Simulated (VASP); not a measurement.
TlSn, 2 atoms in the cell. It takes space group P4/mmm (No. 123, tetragonal). Conventional cell: a = 3.723 Å, b = 3.723 Å, c = 4.244 Å, α = 90.00°, β = 90.00°, γ = 90.00°. Tl (site symmetry 4/mmm) has 8 Sn at 3.38 Å and 6 Tl at 3.72 to 4.24 Å within 4.4 Å. Sn (site symmetry 4/mmm) has 8 Tl at 3.38 Å and 6 Sn at 3.72 to 4.24 Å within 4.4 Å.  This cell differs from its parent crystal: strain +0.030 along x and y, -0.030 along z.

```yaml
Program: VASP 6.6.1
Task: single point
Functional: PBEsol
Potentials_or_basis: VASP PAW PBE potentials, release 64 (Tl_d, Sn_d)
Cutoff: 520 eV
k_mesh: 14 × 14 × 12
Occupations: gaussian, width 0.15 eV
Spin: no spin polarisation
Dipole_correction: no
Further_INCAR_settings: ALGO = Fast; EDIFF = 1e-06; NBANDS = 20
```

Potentials or basis: VASP PAW PBE potentials, release 64 (Tl_d, Sn_d).

Command:

```console
$ cat potpaw_PBE.64/Tl_d/POTCAR potpaw_PBE.64/Sn_d/POTCAR > POTCAR
$ mpirun -np 1 vasp_std > vasp.out
```

Hardware: 1 thread of Intel Xeon 8259CL (shared host).

Q: How long does it take, and how much memory?

A: Wall time 4.6 min on 1 thread of Intel Xeon 8259CL, on a shared host, peak memory 0.4 GiB. Counts: scf iterations 12, k points 252.
